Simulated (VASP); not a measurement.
# MgO (I4mm) in VASP: a series of runs

MgO is run at these levels: r2SCAN; tasks: single point.

Everything below comes from runs of VASP 6.6.1. Logs are shortened: lines on timing, memory, paths and dates and some standing lists are left out, and cuts for length are marked.

### 1 The cell of the first run

It takes space group I4mm (No. 107, tetragonal). Conventional cell: a = 2.973 Å, b = 2.973 Å, c = 4.204 Å, α = 90.00°, β = 90.00°, γ = 90.00°. Mg (site symmetry 4mm) has 6 O at 2.00 to 2.20 Å within 2.7 Å. Within 2.7 Å of O (site symmetry 4mm) lie 6 Mg at 2.00 to 2.20 Å.

### 2 Single point, r2SCAN (all Mg atoms moved -0.100 Å, as atom 1 along Cartesian [0 1 0])

The input, POSCAR:

```
MgO
1.0
    0.0000000000      2.1021086852      2.1021086852
    2.1021086852      0.0000000000      2.1021086852
    2.1021086852      2.1021086852      0.0000000000
Mg O
1 1
Direct
   -0.0237856398      0.0237856398     -0.0237856398
    0.5000000000      0.5000000000      0.5000000000
```

The input, INCAR.step1:

```
SYSTEM = MgO
PREC     = Accurate       ! precision mode
ENCUT    = 520            ! plane-wave cutoff, eV
ISMEAR   = 0              ! smearing method
SIGMA    = 0.05           ! smearing width, eV
LREAL    = .False.        ! projectors in reciprocal space
LASPH    = .True.         ! aspherical terms in the spheres
NELM     = 80             ! most SCF steps
NBANDS   = 11             ! bands
GGA      = PE             ! functional
ALGO     = Normal         ! electronic algorithm
EDIFF    = 1E-4           ! SCF threshold, eV
LWAVE    = .True.         ! write WAVECAR
LCHARG   = .False.        ! write CHGCAR
```

The input, INCAR.step2:

```
SYSTEM = MgO
PREC     = Accurate       ! precision mode
ENCUT    = 520            ! plane-wave cutoff, eV
EDIFF    = 1E-7           ! SCF threshold, eV
ISMEAR   = 0              ! smearing method
SIGMA    = 0.05           ! smearing width, eV
LREAL    = .False.        ! projectors in reciprocal space
LASPH    = .True.         ! aspherical terms in the spheres
NELM     = 80             ! most SCF steps
ALGO     = Normal         ! electronic algorithm
ISIF     = 2              ! what is computed and relaxed
LWAVE    = .False.        ! write WAVECAR
LCHARG   = .False.        ! write CHGCAR
METAGGA  = R2SCAN         ! meta-GGA
LMIXTAU  = .True.       
NBANDS   = 11             ! bands
ISTART   = 1
```

The input, KPOINTS:

```
regular mesh
0
Gamma
  10 10 10
  0 0 0
```

Potentials or basis: VASP PAW PBE potentials, release 64 (Mg, O).

The run is started by

```console
cat potpaw_PBE.64/Mg/POTCAR potpaw_PBE.64/O/POTCAR > POTCAR
cp INCAR.step1 INCAR
mpirun -np 1 vasp_std > vasp.out
cp INCAR.step2 INCAR
mpirun -np 1 vasp_std > vasp.out
```

OUTCAR:

```text
SYSTEM = MgO
   PREC = Accurate
   ENCUT = 520
   EDIFF = 1E-7
   ISMEAR = 0
   LREAL = .False.
   LASPH = .True.
   NELM = 80
   ISIF = 2
   METAGGA = R2SCAN
   ISTART = 1

 ion  position               nearest neighbor table
   1  0.976  0.024  0.976-   2 2.00   2 2.10   2 2.10   2 2.10   2 2.10   2 2.20
   2  0.500  0.500  0.500-   1 2.00   1 2.10   1 2.10   1 2.10   1 2.10   1 2.20

  LATTYP: Found a face centered cubic cell.
 ALAT       =     4.2042173704

  Lattice vectors:

 A1 = (   0.0000000000,   2.1021086852,   2.1021086852)
 A2 = (   2.1021086852,   0.0000000000,   2.1021086852)
 A3 = (   2.1021086852,   2.1021086852,   0.0000000000)

Analysis of symmetry for initial positions (statically):
=====================================================================
 Subroutine PRICEL returns:
 Original cell was already a primitive cell.

 Routine SETGRP: Setting up the symmetry group for a
 face centered cubic supercell.

 Subroutine GETGRP returns: Found  8 space group operations
 (whereof  8 operations were pure point group operations)
 out of a pool of 48 trial point group operations.

The static configuration has the point symmetry C_4v.

Analysis of symmetry for dynamics (positions and initial velocities):
=====================================================================
 Subroutine PRICEL returns:
 Original cell was already a primitive cell.

 Routine SETGRP: Setting up the symmetry group for a
 face centered cubic supercell.

 Subroutine GETGRP returns: Found  8 space group operations
 (whereof  8 operations were pure point group operations)
 out of a pool of 48 trial point group operations.

The dynamic configuration has the point symmetry C_4v.

 Subroutine INISYM returns: Found  8 space group operations
 (whereof  8 operations are pure point group operations),
 and found     1 'primitive' translations

----------------------------------------------------------------------------------------

                                     Primitive cell

  volume of cell :      18.5779

  direct lattice vectors                    reciprocal lattice vectors
     0.000000000  2.102108685  2.102108685    -0.237856398  0.237856398  0.237856398
     2.102108685  0.000000000  2.102108685     0.237856398 -0.237856398  0.237856398
     2.102108685  2.102108685  0.000000000     0.237856398  0.237856398 -0.237856398

  length of vectors
     2.972830612  2.972830612  2.972830612     0.411979366  0.411979366  0.411979366

  position of ions in fractional coordinates (direct lattice)
[... 83 lines left out ...]
   IBRION =     -1    ionic relax: 0-MD 1-quasi-New 2-CG
   NFREE  =      0    steps in history (QN), initial steepest desc. (CG)
   ISIF   =      2    stress and relaxation
   ISYM   =      2    0-nonsym 1-usesym 2-fastsym
   POTIM  = 0.5000    time-step for ionic-motion
   TEBEG  =    0.0;   TEEND  =   0.0 temperature during run
   PSTRESS=    0.0 pullay stress
   NELECT =       8.0000    total number of electrons
   NUPDOWN=      -1.0000    fix difference up-down
   EMIN   =  10.00;   EMAX   =-10.00  energy-range for DOS
   EFERMI =   0.00;   METHOD = LEGACY
   ISMEAR =     0;   SIGMA  =   0.05  broadening in eV -4-tet -1-fermi 0-gaus
   EFERMI_NEDOS =   21; number of points for ismear=-14 and -15
   IALGO  =     38    algorithm
   IMIX   =      4    mixing-type and parameters
     AMIX     =   0.40;   BMIX     =  1.00
     AMIX_MAG =   1.60;   BMIX_MAG =  1.00
  volume/ion in A,a.u.               =       9.29        62.68
  Fermi-wavevector in a.u.,A,eV,Ry     =   1.236250  2.336174 20.793977  1.528314
  Thomas-Fermi vector in A             =   2.370866
   LORBIT       =      0    0 simple, 1 ext, 2 COOP (PROOUT), +10 PAW based schemes
   METAGGA = R2SCAN    functional components
   LHFCALC =     F    Hartree Fock is set to
   AEXX    =    0.0000 exact exchange contribution
   IVDW    =     0    specifies the selected vdW correction
   LEPSILON=     F    determine dielectric tensor
   LRPA    =     F    only Hartree local field effects (RPA)
 non-spin polarized calculation
 Gauss-broadening in eV      SIGMA  =   0.05
  energy-cutoff  :      520.00
  volume of cell :       18.58
 maximum number of plane-waves:       531
 NGX is ok and might be reduce to    24
   NGX = 11   NGY = 11   NGZ = 11

 number of electron       8.0000004 magnetization

 Free energy of the ion-electron system (eV)
  ---------------------------------------------------
  ext. energy  EPLUGINS =         0.00000000
  ---------------------------------------------------
  free energy    TOTEN  =       -16.13175715 eV

  energy without entropy =      -16.13175715  energy(sigma->0) =      -16.13175715

 E-fermi :   3.1333     XC(G=0): -11.6194

 val. band max:        2.8075061823   @ k =   0.0000   0.0000   0.0000
 cond. band min:       8.4637099965   @ k =   0.0000   0.0000   0.0000
 fundamental gap:      5.6562038141
 Fermi energy:         3.1333444912

 k-point     1 :       0.0000    0.0000    0.0000
  band No.  band energies     occupation
      1     -15.4170      2.00000
      2       2.7938      2.00000
      3       2.8075      2.00000
      4       2.8075      2.00000
      5       8.4637      0.00000
      6      19.7026      0.00000
      7      19.7234      0.00000
      8      19.7234      0.00000
      9      23.8168      0.00000
     10      25.6233      0.00000
     11      25.6570      0.00000
[... 309 lines left out ...]
 k-point    24 :       0.1000    0.0000   -0.1000
  band No.  band energies     occupation
      1     -15.1476      2.00000
      2       1.4580      2.00000
      3       2.4689      2.00000
      4       2.6860      2.00000
      5       9.8882      0.00000
      6      17.3450      0.00000
      7      20.1762      0.00000
      8      20.4007      0.00000
      9      23.5518      0.00000
     10      25.0580      0.00000
     11      27.2053      0.00000

 [... further k-points ...]
[... 5 lines left out ...]
  --------------------------------------------------------------------------------------
  -------------------------------------------------------------------------------------
  Total       -0.1587840      0.2856854     -0.1587840      0.0000000     -0.0000000      0.0000000
  in kB      -13.6937330     24.6378728    -13.6937330      0.0000000     -0.0000000      0.0000000
  external PRESSURE =      -0.9165311 kB  Pullay stress =       0.0000000 kB

 VOLUME and BASIS-vectors are now :
 -----------------------------------------------------------------------------
  energy-cutoff  :      520.00
  volume of cell :       18.58
      direct lattice vectors                 reciprocal lattice vectors
     0.000000000  2.102108685  2.102108685    -0.237856398  0.237856398  0.237856398
     2.102108685  0.000000000  2.102108685     0.237856398 -0.237856398  0.237856398
     2.102108685  2.102108685  0.000000000     0.237856398  0.237856398 -0.237856398

 POSITION                                       TOTAL-FORCE (eV/Angst)
 -----------------------------------------------------------------------------------
      2.10211      4.10422      2.10211         0.000000      0.610079      0.000000
      2.10211      2.10211      2.10211         0.000000     -0.610079      0.000000
 -----------------------------------------------------------------------------------
    total drift:                               -0.000001      0.000881     -0.000001

  FREE ENERGIE OF THE ION-ELECTRON SYSTEM (eV)
  ---------------------------------------------------
  free  energy   TOTEN  =       -16.1317571545 eV

  energy  without entropy=      -16.1317571545  energy(sigma->0) =      -16.13175715
```

OUTCAR.step1:

```text
SYSTEM = MgO
   PREC = Accurate
   ENCUT = 520
   ISMEAR = 0
   LREAL = .False.
   LASPH = .True.
[... 558 lines left out ...]
      2.10211      4.10422      2.10211         0.000000      0.605786      0.000000
      2.10211      2.10211      2.10211         0.000000     -0.605786      0.000000
 -----------------------------------------------------------------------------------
    total drift:                               -0.000000      0.005802     -0.000000

  FREE ENERGIE OF THE ION-ELECTRON SYSTEM (eV)
  ---------------------------------------------------
  free  energy   TOTEN  =       -11.8731003681 eV

  energy  without entropy=      -11.8731003681  energy(sigma->0) =      -11.87310037
```

Run time: 43 s. Hardware: 1 thread of Intel Xeon Platinum 8488C (Sapphire Rapids), shared host; peak memory 0.15 GiB.

What came out:

- Free energy: -16.1318 eV
- Pressure: -0.1 GPa
- Largest force: 0.610 eV/Å
- Band gap on the k mesh: 5.66 eV, direct

Forces on the atoms (eV/Å):
```
Mg   0.000  0.610  0.000
O    0.000 -0.610  0.000
```

Stress tensor (GPa, compression positive):
```
-1.37  0.00  0.00
 0.00  2.46  0.00
 0.00  0.00 -1.37
```

Levels at points of the mesh, in eV from the valence-band top:
```tsv
k point	band 1	band 2	band 3	band 4	band 5	band 6	band 7	band 8	band 9
(0.00, 0.00, 0.00)	-18.22	-0.01	0.00	0.00	5.66	16.90	16.92	16.92	21.01
(0.50, 0.00, 0.00)	-16.97	-4.63	-0.67	-0.67	8.84	13.82	17.48	17.52	22.43
(0.50, 0.50, 0.00)	-16.71	-4.12	-1.39	-1.38	10.08	11.07	14.36	20.45	20.54
(0.50, 0.00, 0.50)	-16.72	-4.10	-1.37	-1.37	10.05	11.05	14.37	20.48	20.48
```

Caveat: the cell differs from its parent crystal (all Mg atoms moved -0.100 Å, as atom 1 along Cartesian [0 1 0]); the PAW data sets were made with another functional, which shifts forces and pressure a little.

### 3 Single point, r2SCAN (all Mg atoms moved +0.050 Å, as atom 1 along Cartesian [0 1 0])

POSCAR, as its differences from that of step 2:

```diff
@@ -8,3 +8,3 @@
 Direct
-   -0.0237856398      0.0237856398     -0.0237856398
+    0.0118928199     -0.0118928199      0.0118928199
     0.5000000000      0.5000000000      0.5000000000
```

The input, INCAR.step1:

```
  ALGO = Normal
  EDIFF = 1E-4
  ENCUT = 520
  GGA = PE
  ISMEAR = 0
  LASPH = T
  LCHARG = F
  LREAL = F
  LWAVE = T
  NBANDS = 11
  NELM = 80
  PREC = Accurate
  SIGMA = 0.05
```

The input, INCAR.step2:

```
  ALGO = Normal
  EDIFF = 1E-6
  ENCUT = 520
  ISIF = 2
  ISMEAR = 0
  ISTART = 1
  LASPH = T
  LCHARG = T
  LELF = T
  LMIXTAU = T
  LREAL = F
  LVHAR = T
  LWAVE = F
  METAGGA = R2SCAN
  NBANDS = 11
  NELM = 80
  PREC = Accurate
  SIGMA = 0.05
```

The input, KPOINTS:

```
k-points
0
Gamma
  10 10 10
```

Potentials or basis: VASP PAW PBE potentials, release 64 (Mg, O).

The run is started by

```console
cat potpaw_PBE.64/Mg/POTCAR potpaw_PBE.64/O/POTCAR > POTCAR
cp INCAR.step1 INCAR
mpirun -np 1 vasp_std > vasp.out
cp INCAR.step2 INCAR
mpirun -np 1 vasp_std > vasp.out
```

Run time: 36 s. Hardware: 1 thread of Intel Xeon Platinum 8488C (Sapphire Rapids), shared host; peak memory 0.16 GiB.

The run converged. Its results:

- Free energy: -16.1540 eV
- Pressure: -0.9 GPa
- Largest force: 0.291 eV/Å
- Band gap on the k mesh: 5.66 eV, direct

Forces on the atoms (eV/Å):
```
Mg   0.000 -0.291  0.000
O    0.000  0.291  0.000
```

Stress tensor (GPa, compression positive):
```
-1.19  0.00  0.00
 0.00 -0.24  0.00
 0.00  0.00 -1.19
```

Levels at points of the mesh, in eV from the valence-band top:
| k point | band 1 | band 2 | band 3 | band 4 | band 5 | band 6 | band 7 | band 8 | band 9 |
| --- | --- | --- | --- | --- | --- | --- | --- | --- | --- |
| (0.00, 0.00, 0.00) | -18.23 | 0.00 | 0.00 | 0.00 | 5.66 | 16.87 | 16.88 | 16.88 | 21.02 |
| (0.50, 0.00, 0.00) | -16.97 | -4.63 | -0.68 | -0.68 | 8.84 | 13.86 | 17.48 | 17.49 | 22.45 |
| (0.50, 0.50, 0.00) | -16.71 | -4.12 | -1.38 | -1.38 | 10.05 | 11.11 | 14.35 | 20.46 | 20.48 |
| (0.50, 0.00, 0.50) | -16.72 | -4.12 | -1.38 | -1.38 | 10.04 | 11.10 | 14.36 | 20.46 | 20.46 |

Caveat: the cell differs from its parent crystal (all Mg atoms moved +0.050 Å, as atom 1 along Cartesian [0 1 0]); the PAW data sets were made with another functional, which shifts forces and pressure a little.

### 4 Single point, r2SCAN (all Mg atoms moved +0.125 Å, as atom 1 along Cartesian [0 1 0])

POSCAR, as its differences from that of step 3:

```diff
@@ -8,3 +8,3 @@
 Direct
-    0.0118928199     -0.0118928199      0.0118928199
+    0.0297320497     -0.0297320497      0.0297320497
     0.5000000000      0.5000000000      0.5000000000
```

The input, INCAR.step1:

```
  PREC = Accurate
  ENCUT = 520
  ISMEAR = 0
  SIGMA = 0.05
  LREAL = False
  LASPH = True
  NELM = 80
  NBANDS = 11
  GGA = PE
  ALGO = Normal
  EDIFF = 1E-4
  LWAVE = True
  LCHARG = False
```

The input, INCAR.step2:

```
  PREC = Accurate
  ENCUT = 520
  EDIFF = 1E-6
  ISMEAR = 0
  SIGMA = 0.05
  LREAL = False
  LASPH = True
  NELM = 80
  ALGO = Normal
  ISIF = 2
  LWAVE = False
  LCHARG = False
  METAGGA = R2SCAN
  LMIXTAU = True
  NBANDS = 11
  ISTART = 1
```

The input, KPOINTS:

```
regular mesh
0
Gamma
  10 10 10
```

The run is started by

```console
cat potpaw_PBE.64/Mg/POTCAR potpaw_PBE.64/O/POTCAR > POTCAR
cp INCAR.step1 INCAR
mpirun -np 1 vasp_std > vasp.out
cp INCAR.step2 INCAR
mpirun -np 1 vasp_std > vasp.out
```

It took 38 s on 1 thread of Intel Xeon Platinum 8488C (Sapphire Rapids), shared host; peak memory 0.16 GiB.

The run converged. Its results:

| Quantity | Value |
| --- | --- |
| Free energy | -16.1142 eV |
| Pressure | 0.5 GPa |
| Largest force | 0.793 eV/Å |
| Band gap on the k mesh | 5.65 eV, direct |

Forces on the atoms (eV/Å):
```
Mg   0.000 -0.793  0.000
O    0.000  0.793  0.000
```

Stress tensor (GPa, compression positive):
```
-1.50  0.00  0.00
 0.00  4.54  0.00
 0.00  0.00 -1.50
```

Levels at points of the mesh, in eV from the valence-band top:
| k point | band 1 | band 2 | band 3 | band 4 | band 5 | band 6 | band 7 | band 8 | band 9 |
| --- | --- | --- | --- | --- | --- | --- | --- | --- | --- |
| (0.00, 0.00, 0.00) | -18.22 | -0.02 | 0.00 | 0.00 | 5.65 | 16.91 | 16.94 | 16.94 | 21.00 |
| (0.50, 0.00, 0.00) | -16.97 | -4.62 | -0.67 | -0.66 | 8.85 | 13.80 | 17.48 | 17.54 | 22.41 |
| (0.50, 0.50, 0.00) | -16.71 | -4.11 | -1.39 | -1.37 | 10.10 | 11.04 | 14.37 | 20.44 | 20.58 |
| (0.50, 0.00, 0.50) | -16.71 | -4.09 | -1.37 | -1.37 | 10.05 | 11.01 | 14.38 | 20.49 | 20.49 |

Caveat: the cell differs from its parent crystal (all Mg atoms moved +0.125 Å, as atom 1 along Cartesian [0 1 0]); the PAW data sets were made with another functional, which shifts forces and pressure a little.

### 5 Single point, r2SCAN (all Mg atoms moved +0.075 Å, as atom 1 along Cartesian [0 1 0])

POSCAR, as its differences from that of step 4:

```diff
@@ -8,3 +8,3 @@
 Direct
-    0.0297320497     -0.0297320497      0.0297320497
+    0.0178392298     -0.0178392298      0.0178392298
     0.5000000000      0.5000000000      0.5000000000
```

The input, INCAR.step1:

```
PREC = Accurate
ENCUT = 520
ISMEAR = 0
SIGMA = 0.05
LREAL = False
LASPH = True
NELM = 60
NBANDS = 11
GGA = PE
ALGO = Normal
EDIFF = 1E-4
LWAVE = True
LCHARG = False
```

The input, INCAR.step2:

```
PREC = Accurate
ENCUT = 520
EDIFF = 1E-6
ISMEAR = 0
SIGMA = 0.05
LREAL = False
LASPH = True
NELM = 60
ALGO = Normal
ISIF = 2
LWAVE = False
LCHARG = False
METAGGA = R2SCAN
LMIXTAU = True
NBANDS = 11
ISTART = 1
```

KPOINTS is that of step 4.

The run is started by

```console
cat potpaw_PBE.64/Mg/POTCAR potpaw_PBE.64/O/POTCAR > POTCAR
cp INCAR.step1 INCAR
mpirun -np 1 vasp_std > vasp.out
cp INCAR.step2 INCAR
mpirun -np 1 vasp_std > vasp.out
```

Run time: 39 s. Hardware: 1 thread of Intel Xeon Platinum 8488C (Sapphire Rapids), shared host; peak memory 0.16 GiB.

The run converged. Its results:

```
Free energy            : -16.1448 eV
Pressure               : -0.5 GPa
Largest force          : 0.443 eV/Å
Band gap on the k mesh : 5.66 eV, direct
```

Forces in eV/Å, atoms in the order of the input:
```
Mg   0.000 -0.443  0.000
O    0.000  0.443  0.000
```

Stress tensor (GPa, compression positive):
```
-1.26  0.00  0.00
 0.00  0.89  0.00
 0.00  0.00 -1.26
```

Levels at points of the mesh, in eV from the valence-band top:
```tsv
k point	band 2	band 3	band 4	band 5	band 6	band 7
(0.00, 0.00, 0.00)	-0.01	0.00	0.00	5.66	16.88	16.89
(0.50, 0.00, 0.00)	-4.63	-0.68	-0.67	8.84	13.85	17.48
(0.50, 0.50, 0.00)	-4.12	-1.38	-1.38	10.06	11.09	14.36
(0.50, 0.00, 0.50)	-4.11	-1.38	-1.38	10.04	11.08	14.36
```

Caveat: the cell differs from its parent crystal (all Mg atoms moved +0.075 Å, as atom 1 along Cartesian [0 1 0]); the PAW data sets were made with another functional, which shifts forces and pressure a little.

[end of part 1 of 2]
